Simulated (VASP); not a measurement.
WSe2: single point with PBEsol

WSe2:

```xyz
6
Lattice="3.3038 0.0000 0.0000 -1.6519 2.8612 0.0000 0.0000 0.0000 13.1660" Properties=species:S:1:pos:R:3 pbc="T T T"
W     1.6519    0.9537    9.8745
W     0.0000    1.9075    3.2915
Se    0.0000    1.9075   11.5363
Se    1.6519    0.9537    4.9533
Se    0.0000    1.9075    8.2127
Se    1.6519    0.9537    1.6297
```

- Program: VASP 6.6.1
- Task: single point
- Functional: PBEsol
- Potentials or basis: VASP PAW PBE potentials, release 64 (W_sv, Se)
- Cutoff: 520 eV
- k mesh: 12 × 12 × 2
- Occupations: gaussian, width 0.02 eV
- Spin: no spin polarisation
- Dipole correction: no
- Further INCAR settings: ALGO = Normal; EDIFF = 1e-06; NBANDS = 35

```json
{
  "Pressure": "-1.1 GPa",
  "Largest force": "0.059 eV/Å",
  "Band gap on the k mesh": "1.01 eV (least direct gap 1.47 eV)"
}
```

Forces in eV/Å, atoms in the order of the input:
```
W    0.000  0.000  0.000
W    0.000  0.000  0.000
Se   0.000  0.000  0.059
Se   0.000  0.000  0.059
Se   0.000  0.000 -0.059
Se   0.000  0.000 -0.059
```

Stress tensor (GPa, compression positive):
```
-1.86  0.00  0.00
 0.00 -1.86  0.00
 0.00  0.00  0.49
```

Levels at points of the mesh, in eV from the valence-band top:
| k point | band 22 | band 23 | band 24 | band 25 | band 26 | band 27 | band 28 | band 29 | band 30 | band 31 |
| --- | --- | --- | --- | --- | --- | --- | --- | --- | --- | --- |
| (0.00, 0.00, 0.00) | -1.56 | -1.56 | -1.14 | -1.04 | 0.00 | 2.63 | 2.63 | 2.66 | 2.66 | 2.77 |
| (0.50, 0.00, 0.00) | -2.35 | -1.41 | -1.37 | -1.27 | -1.17 | 2.06 | 2.10 | 2.30 | 2.58 | 2.96 |
| (0.00, 0.00, 0.50) | -1.58 | -1.58 | -1.58 | -0.22 | -0.22 | 2.63 | 2.63 | 2.63 | 2.63 | 2.87 |
| (0.50, 0.00, 0.50) | -2.47 | -1.32 | -1.32 | -1.27 | -1.27 | 2.08 | 2.08 | 2.47 | 2.47 | 3.33 |

It took 2.1 min on 1 thread of AMD EPYC 9R45 96-Core Processor (Zen 5), on a shared host, peak memory 0.3 GiB.

Caveat: the PAW data sets were made with another functional, which shifts forces and pressure a little; spin-orbit coupling is left out, which moves the levels of the heavy elements; this functional lacks dispersion, which binds layers or chains, so the pressure and a relaxed spacing across them are unreliable. A k mesh can miss the band edges.
